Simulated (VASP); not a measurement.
The system is P.

```
CELL_PARAMETERS angstrom
-1.56127 1.56127 1.56127
1.56127 -1.56127 1.56127
1.56127 1.56127 -1.56127
ATOMIC_POSITIONS crystal
P 0.00000 0.00000 0.00000
```

```yaml
Program: VASP 6.6.1
Task: relaxation of cell and atoms
Functional: PBE
Potentials_or_basis: VASP PAW PBE potentials, release 64 (P)
Cutoff: 600 eV
k_mesh: 14 × 14 × 14
Occupations: fermi-dirac, width 0.1 eV
Spin: no spin polarisation
```

At the start: pressure -5.9 GPa; volume 15.22 Å³/atom.

**Question.** How do energy, volume and symmetry change on relaxing?

**Answer.** Over 3 steps the energy falls by 20.1 meV/atom and the volume is 14.20 Å³/atom (-6.7 %); space group Im-3m (No. 229, to 0.05 Å).

Step by step:
```tsv
step	energy change (eV)	largest force (eV/Å)	pressure (GPa)	volume (Å³)
1	0.0000	0.0000	-5.91	15.22
2	-0.0194	0.0000	1.30	14.02
3	-0.0201	0.0000	0.01	14.20
```

Final structure:
```
P
1.0
    -1.52539    1.52539    1.52539
     1.52539   -1.52539    1.52539
     1.52539    1.52539   -1.52539
P
1
Cartesian
  0.0000 0.0000 0.0000
```
